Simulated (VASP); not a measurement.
# AlN (P2_1) in VASP: notebook

The runs below take AlN through single point, with LDA.

All numbers are computed with VASP 6.6.1; they aren't measurements. Logs are shortened: lines on timing, memory, paths and dates and some standing lists are left out, and cuts for length are marked.

**1. The cell of the first run**

The typed cell holds 4 atoms: a = 3.089 Å, b = 3.089 Å, c = 4.944 Å, α = 90.00°, β = 90.00°, γ = 120.00°.

**2. Single point, LDA (mode 4 frozen in at -0.086 Å and mode 5 at -0.052 Å (largest displacements))**

File INCAR:

```
SYSTEM = AlN
  PREC = Accurate
  ENCUT = 520
  EDIFF = 1E-7
  ISMEAR = 0
  SIGMA = 0.05
  LREAL = .False.
  LASPH = .True.
  NELM = 80
  ALGO = Normal
  ISIF = 2
  LWAVE = .False.
  LCHARG = .False.
  NBANDS = 16
```

File KPOINTS:

```
regular mesh
0
Gamma
  9 9 6
  0 0 0
```

File POSCAR:

```
AlN
1.0
    3.0887424016      0.0000000000      0.0000000000
   -1.5443712008      2.6749293856      0.0000000000
    0.0000000000      0.0000000000      4.9437688231
Al N
2 2
Direct
    0.2958451719      0.6473764378      0.0015212672
    0.7041548281      0.3526235622      0.5015212672
    0.3667852286      0.6838799599      0.3834787328
    0.6332147714      0.3161200401      0.8834787328
```

Potentials or basis: VASP PAW LDA potentials, release 64 (Al, N).

Run with:

```
cat potpaw_LDA.64/Al/POTCAR potpaw_LDA.64/N/POTCAR > POTCAR
mpirun -np 1 vasp_std > vasp.out
```

OUTCAR:

```text
SYSTEM = AlN
   PREC = Accurate
   ENCUT = 520
   EDIFF = 1E-7
   ISMEAR = 0
   LREAL = .False.
   LASPH = .True.
   NELM = 80
   ISIF = 2

 ion  position               nearest neighbor table
   1  0.296  0.647  0.002-   4 1.87   4 1.88   4 1.88   3 1.90   2 2.94   2 2.94   2 3.11   2 3.11
                             2 3.11   2 3.11
   2  0.704  0.353  0.502-   3 1.87   3 1.88   3 1.88   4 1.90   1 2.94   1 2.94   1 3.11   1 3.11
                             1 3.11   1 3.11
   3  0.367  0.684  0.383-   2 1.87   2 1.88   2 1.88   1 1.90
   4  0.633  0.316  0.883-   1 1.87   1 1.88   1 1.88   2 1.90

  LATTYP: Found a hexagonal cell.
 ALAT       =     3.0887424016
 C/A-ratio  =     1.6005766038

  Lattice vectors:

 A1 = (   3.0887424016,   0.0000000000,   0.0000000000)
 A2 = (  -1.5443712008,   2.6749293856,   0.0000000000)
 A3 = (   0.0000000000,   0.0000000000,   4.9437688231)

Analysis of symmetry for initial positions (statically):
=====================================================================
 Subroutine PRICEL returns:
 Original cell was already a primitive cell.

 Routine SETGRP: Setting up the symmetry group for a
 hexagonal supercell.

 Subroutine GETGRP returns: Found  2 space group operations
 (whereof  1 operations were pure point group operations)
 out of a pool of 24 trial point group operations.

The static configuration has the point symmetry C_1 .
 The point group associated with its full space group is C_2 .

Analysis of symmetry for dynamics (positions and initial velocities):
=====================================================================
 Subroutine PRICEL returns:
 Original cell was already a primitive cell.

 Routine SETGRP: Setting up the symmetry group for a
 hexagonal supercell.

 Subroutine GETGRP returns: Found  2 space group operations
 (whereof  1 operations were pure point group operations)
 out of a pool of 24 trial point group operations.

The dynamic configuration has the point symmetry C_1 .
 The point group associated with its full space group is C_2 .

 Subroutine INISYM returns: Found  2 space group operations
 (whereof  1 operations are pure point group operations),
 and found     1 'primitive' translations

----------------------------------------------------------------------------------------

                                     Primitive cell

  volume of cell :      40.8462

  direct lattice vectors                    reciprocal lattice vectors
     3.088742402  0.000000000  0.000000000     0.323756361  0.186920822  0.000000000
    -1.544371201  2.674929386  0.000000000     0.000000000  0.373841644  0.000000000
     0.000000000  0.000000000  4.943768823     0.000000000  0.000000000  0.202274830

  length of vectors
     3.088742402  3.088742402  4.943768823     0.373841644  0.373841644  0.202274830

  position of ions in fractional coordinates (direct lattice)
     0.295845172  0.647376438  0.001521267
     0.704154828  0.352623562  0.501521267
     0.366785229  0.683879960  0.383478733
     0.633214771  0.316120040  0.883478733

  ion indices of the primitive-cell ions
   primitive index   ion index
                 1           1
                 2           2
                 3           3
                 4           4

----------------------------------------------------------------------------------------

 KPOINTS: regular mesh

Automatic generation of k-mesh.
 Grid dimensions read from file:
 generate k-points for:    9    9    6

 Generating k-lattice:

  Cartesian coordinates                     Fractional coordinates (reciprocal lattice)
     0.035972929  0.020768980  0.000000000     0.111111111 -0.000000000  0.000000000
     0.000000000  0.041537960  0.000000000     0.000000000  0.111111111  0.000000000
     0.000000000  0.000000000  0.033712472     0.000000000  0.000000000  0.166666667

  Length of vectors
     0.041537960  0.041537960  0.033712472

  Shift w.r.t. Gamma in fractional coordinates (k-lattice)
     0.000000000  0.000000000  0.000000000

 Subroutine IBZKPT returns following result:
 ===========================================

 Found    164 irreducible k-points:

 Following reciprocal coordinates:
            Coordinates               Weight
  0.000000  0.000000  0.000000      1.000000
  0.111111  0.000000  0.000000      2.000000
  0.000000  0.111111  0.000000      2.000000
 -0.111111  0.111111  0.000000      2.000000
  0.222222 -0.000000  0.000000      2.000000
  0.000000  0.222222  0.000000      2.000000
[... 16 lines left out ...]
  0.333333  0.111111  0.000000      2.000000
 -0.111111  0.444444  0.000000      2.000000
 [... further k-points ...]
   k-points           NKPTS =    164   k-points in BZ     NKDIM =    164   number of bands    NBANDS=     16
   number of dos      NEDOS =    301   number of ions     NIONS =      4
   total plane-waves  NPLWV =  23040
   dimension x,y,z NGX =    24 NGY =   24 NGZ =   40
   dimension x,y,z NGXF=    48 NGYF=   48 NGZF=   80
   ions per type =               2   2
   NGX,Y,Z   is equivalent  to a cutoff of  12.92, 12.92, 13.45 a.u.
   NGXF,Y,Z  is equivalent  to a cutoff of  25.84, 25.84, 26.90 a.u.
 SYSTEM =  AlN
   PREC   = accura    normal or accurate (medium, high low for compatibility)
   ISTART =      0    job   : 0-new  1-cont  2-samecut
   ICHARG =      2    charge: 1-file 2-atom 10-const
   ISPIN  =      1    spin polarized calculation?
   LNONCOLLINEAR =      F non collinear calculations
   LSORBIT =      F    spin-orbit coupling
   LASPH  =      T    aspherical Exc in radial PAW
   ENCUT  =  520.0 eV  38.22 Ry    6.18 a.u.   5.74  5.74  9.19*2*pi/ulx,y,z
   NELM   =     80;   NELMIN=  2; NELMDL= -5     # of ELM steps
   EDIFF  = 0.1E-06   stopping-criterion for ELM
   LREAL  =      F    real-space projection
   EDIFFG = 0.1E-05   stopping-criterion for IOM
   NSW    =      0    number of steps for IOM
   IBRION =     -1    ionic relax: 0-MD 1-quasi-New 2-CG
   NFREE  =      0    steps in history (QN), initial steepest desc. (CG)
   ISIF   =      2    stress and relaxation
   ISYM   =      2    0-nonsym 1-usesym 2-fastsym
   POTIM  = 0.5000    time-step for ionic-motion
   TEBEG  =    0.0;   TEEND  =   0.0 temperature during run
   PSTRESS=    0.0 pullay stress
   NELECT =      16.0000    total number of electrons
   NUPDOWN=      -1.0000    fix difference up-down
   EMIN   =  10.00;   EMAX   =-10.00  energy-range for DOS
   EFERMI =   0.00;   METHOD = LEGACY
   ISMEAR =     0;   SIGMA  =   0.05  broadening in eV -4-tet -1-fermi 0-gaus
   EFERMI_NEDOS =   21; number of points for ismear=-14 and -15
   IALGO  =     38    algorithm
   IMIX   =      4    mixing-type and parameters
     AMIX     =   0.40;   BMIX     =  1.00
     AMIX_MAG =   1.60;   BMIX_MAG =  1.00
  volume/ion in A,a.u.               =      10.21        68.91
  Fermi-wavevector in a.u.,A,eV,Ry     =   1.197836  2.263582 19.521797  1.434812
  Thomas-Fermi vector in A             =   2.333741
   LORBIT       =      0    0 simple, 1 ext, 2 COOP (PROOUT), +10 PAW based schemes
   GGA     = CA    functional components
   LHFCALC =     F    Hartree Fock is set to
   AEXX    =    0.0000 exact exchange contribution
   IVDW    =     0    specifies the selected vdW correction
   LEPSILON=     F    determine dielectric tensor
   LRPA    =     F    only Hartree local field effects (RPA)
 non-spin polarized calculation
 Gauss-broadening in eV      SIGMA  =   0.05
  energy-cutoff  :      520.00
  volume of cell :       40.85
 maximum number of plane-waves:      1118
   NGX = 11   NGY = 11   NGZ = 19

 number of electron      15.9999999 magnetization

 Free energy of the ion-electron system (eV)
  ---------------------------------------------------
  ext. energy  EPLUGINS =         0.00000000
  ---------------------------------------------------
  free energy    TOTEN  =       -32.75838291 eV

  energy without entropy =      -32.75838291  energy(sigma->0) =      -32.75838291

 E-fermi :   6.3842     XC(G=0): -11.3471

 val. band max:        6.1849275007   @ k =   0.0000   0.0000   0.0000
 cond. band min:      10.4843789663   @ k =   0.0000   0.0000   0.0000
 fundamental gap:      4.2994514657
 Fermi energy:         6.3841935660

 k-point     1 :       0.0000    0.0000    0.0000
  band No.  band energies     occupation
      1      -9.0494      2.00000
      2      -6.7509      2.00000
      3      -0.0257      2.00000
      4       5.1983      2.00000
      5       5.2724      2.00000
      6       5.7206      2.00000
[... 8 lines left out ...]
     15      19.3802      0.00000
     16      19.6125      0.00000

 k-point     2 :       0.1111    0.0000    0.0000
  band No.  band energies     occupation
      1      -8.8858      2.00000
      2      -6.6536      2.00000
      3       0.1628      2.00000
      4       4.4824      2.00000
      5       5.0158      2.00000
      6       5.1293      2.00000
[... 8 lines left out ...]
     15      19.2387      0.00000
     16      19.4597      0.00000

 k-point     3 :       0.0000    0.1111    0.0000
  band No.  band energies     occupation
      1      -8.8845      2.00000
      2      -6.6583      2.00000
      3       0.1664      2.00000
      4       4.5179      2.00000
      5       5.0330      2.00000
      6       5.2471      2.00000
[... 8 lines left out ...]
     15      19.0101      0.00000
     16      19.4245      0.00000

 k-point     4 :      -0.1111    0.1111    0.0000
  band No.  band energies     occupation
      1      -8.8845      2.00000
      2      -6.6582      2.00000
      3       0.1663      2.00000
      4       4.5182      2.00000
      5       5.0324      2.00000
      6       5.2442      2.00000
[... 8 lines left out ...]
     15      19.0092      0.00000
     16      19.4210      0.00000
[... 324 lines left out ...]
 k-point    22 :       0.3333   -0.1111    0.0000
  band No.  band energies     occupation
      1      -7.9977      2.00000
      2      -6.2260      2.00000
      3       1.2202      2.00000
      4       2.1064      2.00000
      5       2.9948      2.00000
      6       4.3362      2.00000
[... 8 lines left out ...]
     15      19.1868      0.00000
     16      20.0356      0.00000

 k-point    23 :       0.3333    0.1111    0.0000
  band No.  band energies     occupation
      1      -7.3266      2.00000
      2      -6.0577      2.00000
      3       0.8578      2.00000
      4       2.1007      2.00000
      5       2.3488      2.00000
      6       3.7415      2.00000
[... 8 lines left out ...]
     15      18.9963      0.00000
     16      20.8378      0.00000

 k-point    24 :      -0.1111    0.4444    0.0000
  band No.  band energies     occupation
      1      -7.2662      2.00000
      2      -6.1751      2.00000
      3       1.2132      2.00000
      4       2.1635      2.00000
      5       2.2914      2.00000
      6       3.6491      2.00000
[... 8 lines left out ...]
     15      18.4563      0.00000
     16      20.9390      0.00000

 [... further k-points ...]
[... 5 lines left out ...]
  --------------------------------------------------------------------------------------
  -------------------------------------------------------------------------------------
  Total       -0.0611608      0.1476099      0.1663150     -0.1869452      0.0000000      0.0000000
  in kB       -2.3990076      5.7899386      6.5236375     -7.3328503      0.0000000      0.0000000
  external PRESSURE =       3.3048562 kB  Pullay stress =       0.0000000 kB

 VOLUME and BASIS-vectors are now :
 -----------------------------------------------------------------------------
  energy-cutoff  :      520.00
  volume of cell :       40.85
      direct lattice vectors                 reciprocal lattice vectors
     3.088742402  0.000000000  0.000000000     0.323756361  0.186920822  0.000000000
    -1.544371201  2.674929386  0.000000000     0.000000000  0.373841644  0.000000000
     0.000000000  0.000000000  4.943768823     0.000000000  0.000000000  0.202274830

 POSITION                                       TOTAL-FORCE (eV/Angst)
 -----------------------------------------------------------------------------------
     -0.08600      1.73169      0.00752         0.531391      0.316028      0.072463
      1.63037      0.94324      2.47941        -0.531391     -0.316028      0.072463
      0.07674      1.82933      1.89583        -0.206561     -0.125129     -0.072463
      1.46763      0.84560      4.36771         0.206561      0.125129     -0.072463
 -----------------------------------------------------------------------------------
    total drift:                               -0.000000     -0.000000     -0.000584

  FREE ENERGIE OF THE ION-ELECTRON SYSTEM (eV)
  ---------------------------------------------------
  free  energy   TOTEN  =       -32.7583829076 eV

  energy  without entropy=      -32.7583829076  energy(sigma->0) =      -32.75838291
```

Run time: 51 s. Hardware: 1 thread of Intel Xeon Platinum 8488C (Sapphire Rapids), shared host; peak memory 0.2 GiB.

What came out:

- Free energy: -32.7584 eV
- Pressure: 0.3 GPa
- Largest force: 0.622 eV/Å
- Band gap on the k mesh: 4.30 eV, direct

Forces in eV/Å, atoms in the order of the input:
```
Al   0.531  0.316  0.072
Al  -0.531 -0.316  0.072
N   -0.207 -0.125 -0.072
N    0.207  0.125 -0.072
```

Levels at points of the mesh, in eV from the valence-band top:
```
           k point  band 6  band 7  band 8  band 9  band 10  band 11
(0.00, 0.00, 0.00)   -0.46   -0.13    0.00    4.30     6.64    10.45
(0.00, 0.00, 0.50)   -0.67   -0.58   -0.58    6.48     6.48    10.20
```

Caveat: the cell differs from its parent crystal (mode 4 frozen in at -0.086 Å and mode 5 at -0.052 Å (largest displacements)).

**3. Single point, LDA (mode 4 frozen in at -0.052 Å and mode 5 at +0.086 Å (largest displacements))**

File INCAR:

```
PREC = Accurate ; ENCUT = 520
EDIFF = 1E-7 ; ISMEAR = 0
SIGMA = 0.05 ; LREAL = False
LASPH = True ; NELM = 100
ALGO = Normal ; ISIF = 2
LWAVE = False ; LCHARG = False
NBANDS = 16
```

File KPOINTS:

```
Automatic mesh
0
Gamma
  9 9 6
```

File POSCAR:

```
AlN
1.0
    3.0887424016      0.0000000000      0.0000000000
   -1.5443712008      2.6749293856      0.0000000000
    0.0000000000      0.0000000000      4.9437688231
Al N
2 2
Direct
    0.3327026958      0.6988170481      0.0015212672
    0.6672973042      0.3011829519      0.5015212672
    0.3338960715      0.6379778447      0.3834787328
    0.6661039285      0.3620221553      0.8834787328
```

Potentials or basis: VASP PAW LDA potentials, release 64 (Al, N).

Run with:

```
cat potpaw_LDA.64/Al/POTCAR potpaw_LDA.64/N/POTCAR > POTCAR
mpirun -np 1 vasp_std > vasp.out
```

It took 47 s on 1 thread of Intel Xeon Platinum 8488C (Sapphire Rapids), shared host; peak memory 0.2 GiB.

It converged, with:

| Item | Value |
| --- | --- |
| Free energy | -32.7605 eV |
| Pressure | 0.3 GPa |
| Largest force | 0.575 eV/Å |
| Band gap on the k mesh | 4.30 eV, direct |

Forces in eV/Å, atoms in the order of the input:
```
Al   0.252 -0.512  0.072
Al  -0.252  0.512  0.072
N   -0.153  0.215 -0.072
N    0.153 -0.215 -0.072
```

Stress tensor (GPa, compression positive):
```
 0.72  0.29  0.00
 0.29 -0.33  0.00
 0.00  0.00  0.59
```

Levels at points of the mesh, in eV from the valence-band top:
| k point | band 6 | band 7 | band 8 | band 9 | band 10 | band 11 |
| --- | --- | --- | --- | --- | --- | --- |
| (0.00, 0.00, 0.00) | -0.45 | -0.15 | 0.00 | 4.30 | 6.65 | 10.44 |
| (0.00, 0.00, 0.50) | -0.67 | -0.58 | -0.58 | 6.48 | 6.48 | 10.21 |

Caveat: the cell differs from its parent crystal (mode 4 frozen in at -0.052 Å and mode 5 at +0.086 Å (largest displacements)). A k mesh can miss the band edges.

**4. Single point, LDA (mode 4 frozen in at -0.017 Å and mode 5 at -0.086 Å (largest displacements))**

File INCAR:

```
PREC = Accurate ; ENCUT = 520
EDIFF = 1E-7 ; ISMEAR = 0
SIGMA = 0.05 ; LREAL = F
LASPH = T ; NELM = 100
ALGO = Normal ; ISIF = 2
LWAVE = F ; LCHARG = T
LELF = T ; LVHAR = T
NBANDS = 16
```

File KPOINTS:

```
regular mesh
0
Gamma
  9 9 6
```

File POSCAR:

```
AlN
1.0
    3.0887424016      0.0000000000      0.0000000000
   -1.5443712008      2.6749293856      0.0000000000
    0.0000000000      0.0000000000      4.9437688231
Al N
2 2
Direct
    0.3116895332      0.6345162853      0.0015212672
    0.6883104668      0.3654837147      0.5015212672
    0.3526467941      0.6953554887      0.3834787328
    0.6473532059      0.3046445113      0.8834787328
```

Run with:

```
cat potpaw_LDA.64/Al/POTCAR potpaw_LDA.64/N/POTCAR > POTCAR
mpirun -np 1 vasp_std > vasp.out
```

It took 42 s on 1 thread of Intel Xeon Platinum 8488C (Sapphire Rapids), shared host; peak memory 0.19 GiB.

The run converged. Its results:

| Item | Value |
| --- | --- |
| Free energy | -32.7805 eV |
| Pressure | 0.4 GPa |
| Largest force | 0.473 eV/Å |
| Band gap on the k mesh | 4.33 eV, direct |

Forces in eV/Å, atoms in the order of the input:
```
Al   0.112  0.456  0.055
Al  -0.112 -0.456  0.055
N   -0.039 -0.239 -0.055
N    0.039  0.239 -0.055
```

Stress tensor (GPa, compression positive):
```
 0.39 -0.21  0.00
-0.21  0.22  0.00
 0.00  0.00  0.55
```

Levels at points of the mesh, in eV from the valence-band top:
| k point | band 4 | band 5 | band 6 | band 7 | band 8 | band 9 | band 10 | band 11 | band 12 | band 13 |
| --- | --- | --- | --- | --- | --- | --- | --- | --- | --- | --- |
| (0.00, 0.00, 0.00) | -0.98 | -0.89 | -0.41 | -0.16 | 0.00 | 4.33 | 6.67 | 10.48 | 10.77 | 11.40 |
| (0.00, 0.00, 0.50) | -3.41 | -0.65 | -0.65 | -0.58 | -0.58 | 6.51 | 6.51 | 10.24 | 10.24 | 11.33 |

Caveat: the cell differs from its parent crystal (mode 4 frozen in at -0.017 Å and mode 5 at -0.086 Å (largest displacements)). A k mesh can miss the band edges.
